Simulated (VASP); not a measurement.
Input of a VASP 6.6.1 run:

File INCAR:

```
  PREC = Accurate
  ENCUT = 520
  EDIFF = 1E-6
  ISMEAR = 0
  SIGMA = 0.2
  LREAL = False
  LASPH = True
  NELM = 60
  ALGO = Normal
  ISIF = 2
  LWAVE = False
  LCHARG = False
  GGA = PE
  NBANDS = 32
```

The input KPOINTS:

```
regular mesh
0
Gamma
  6 6 2
```

POSCAR

```
B2As3
1.0
    3.4268128358      0.0000000000      0.0000000000
   -1.7134064179      2.9677069698      0.0000000000
    0.0000000000      0.0000000000     15.3229590281
B As
4 6
Direct
    0.6666666667      0.3333333333      0.8092461728
    1.0000000000      0.0000000000      0.6288279095
    0.3333333333      0.6666666667      0.1907538272
    0.0000000000      0.0000000000      0.3711720905
    0.6666666667      0.3333333333      0.9502807290
    0.0000000000      0.0000000000      0.7662303149
    0.3333333333      0.6666666667      0.5844650380
    0.3333333333      0.6666666667      0.0497192710
    0.0000000000      0.0000000000      0.2337696851
    0.6666666667      0.3333333333      0.4155349620
```

Potentials or basis: VASP PAW PBE potentials, release 64 (B, As).

Launch:

```console
$ cat potpaw_PBE.64/B/POTCAR potpaw_PBE.64/As/POTCAR > POTCAR
$ mpirun -np 1 vasp_std > vasp.out
```

Task: Estimate the band gap on the k mesh.

Result: Zero (bands 21 and 22 overlap by 1.78 eV).

Task: Predict the pressure.

Result: 0.5 GPa.

Task: Predict the largest force.

Result: 0.071 eV/Å.

Forces on the atoms (eV/Å):
```
B    0.000  0.000  0.026
B    0.000  0.000  0.007
B    0.000  0.000 -0.026
B    0.000  0.000 -0.007
As   0.000  0.000 -0.071
As   0.000  0.000  0.003
As   0.000  0.000  0.014
As   0.000  0.000  0.071
As   0.000  0.000 -0.003
As   0.000  0.000 -0.014
```
